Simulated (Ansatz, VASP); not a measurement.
## Al3Cu: VASP beside Ansatz

```xyz
4
Lattice="3.9242 0.0000 0.0000 0.0000 3.9242 0.0000 0.0000 0.0000 3.9242" Properties=species:S:1:pos:R:3 pbc="T T T"
Al    0.0000    1.9621    1.9621
Al    1.9621    0.0000    1.9621
Al    1.9621    1.9621    0.0000
Cu    0.0000    0.0000    0.0000
```

Alike in both runs: task single point; functional PBEsol; k mesh 12 × 12 × 12; occupations gaussian, width 0.1 eV; no spin polarisation.

```csv
,VASP,Ansatz
version,VASP 6.6.1,Ansatz 0.2.0
potentials or method,"VASP PAW PBE potentials, release 64 (Al, Cu), cutoff 520 eV","scalar-relativistic, plane waves, PAW"
valence electrons in the cell,20,28
```

```csv
,VASP,Ansatz,Ansatz less VASP
gap on the k mesh at the Fermi level (eV),none,none,-
pressure (GPa),-2.2,-2.4,-0.21
```

VASP's potentials were made for PBE, not for PBEsol. A gap of «none» marks a metal or a gap that the smearing closes. VASP's potentials hold 20 valence electrons a cell and Ansatz's 28, so a difference there can come from the potentials and not from the codes.
